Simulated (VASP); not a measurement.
# Ni: single point with r2SCAN

Ni:

```
Ni
1.0
     0.00000    1.77535    1.77535
     1.77535    0.00000    1.77535
     1.77535    1.77535    0.00000
Ni
1
Direct
  0.00000 0.00000 0.00000
```

- Program: VASP 6.6.1
- Task: single point
- Functional: r2SCAN
- Potentials or basis: VASP PAW PBE potentials, release 64 (Ni)
- Cutoff: 520 eV
- k mesh: 12 × 12 × 12
- Occupations: methfessel-paxton, width 0.15 eV
- Spin: collinear spin, ferromagnetic start
- Starting moments: [2.0] μB

```json
{
 "Pressure": "-11.4 GPa",
 "Net moment": "0.73 μB per cell",
 "Site moments": "Ni +0.76 μB",
 "Valence electrons inside the program's atomic spheres": "Ni 9.30"
}
```

Levels at points of the mesh, in eV from the Fermi level:
Spin up:
```csv
k point,band 3,band 4,band 5,band 6,band 7,band 8
"(0.00, 0.00, 0.00)",-2.90,-2.90,-1.64,-1.64,24.29,28.21
"(0.50, 0.00, 0.00)",-2.81,-1.09,-1.09,-0.35,5.42,22.75
"(0.50, 0.50, 0.00)",-1.03,-1.03,-0.96,2.47,9.09,15.13
```
Spin down:
| k point | band 1 | band 2 | band 3 | band 4 | band 5 | band 6 | band 7 | band 8 |
| --- | --- | --- | --- | --- | --- | --- | --- | --- |
| (0.00, 0.00, 0.00) | -9.48 | -1.52 | -1.52 | -1.52 | -0.89 | -0.89 | 23.99 | 28.31 |
| (0.50, 0.00, 0.00) | -4.45 | -1.88 | -1.88 | -0.59 | 0.18 | 0.18 | 6.13 | 22.61 |
| (0.50, 0.50, 0.00) | -4.48 | -3.51 | -0.18 | 0.55 | 0.55 | 2.18 | 9.42 | 15.17 |

Run time: 44 s on 1 thread of Intel(R) Xeon(R) 6975P-C (Granite Rapids), on a shared host, peak memory 0.14 GiB.

Caveat: the cell stands under tension; the PAW data sets were made with another functional, which shifts forces and pressure a little.
